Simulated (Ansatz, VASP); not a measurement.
Cl in VASP and in Ansatz

```
Cl
1.0
     4.17662   -2.76436    0.00000
     4.17662    2.76436    0.00000
     0.00000    0.00000    9.69412
Cl
4
Direct
  0.90428 0.09572 0.09319
  0.59572 0.40428 0.59319
  0.09572 0.90428 0.90681
  0.40428 0.59572 0.40681
```

Alike in both runs: task single point; functional RPBE; k mesh 6 × 6 × 3; occupations fermi-dirac, width 0.05 eV; no spin polarisation.

|  | VASP | Ansatz |
| --- | --- | --- |
| version | VASP 6.6.1 | Ansatz 0.2.0 |
| potentials or method | VASP PAW PBE potentials, release 64 (Cl), cutoff 520 eV | plane waves (420 eV) with PAW, scalar-relativistic |
| valence electrons in the cell | 28 | 28 |

|  | VASP | Ansatz | Ansatz less VASP |
| --- | --- | --- | --- |
| pressure (GPa) | -1.4 | -1.2 | +0.17 |
| traceless stress, the component that is largest in VASP (GPa) | -1.64 | -1.47 | +0.173 |

VASP's potentials were made for PBE, not for RPBE. With one functional, cell and mesh, what is left measures potentials, basis and numerics.
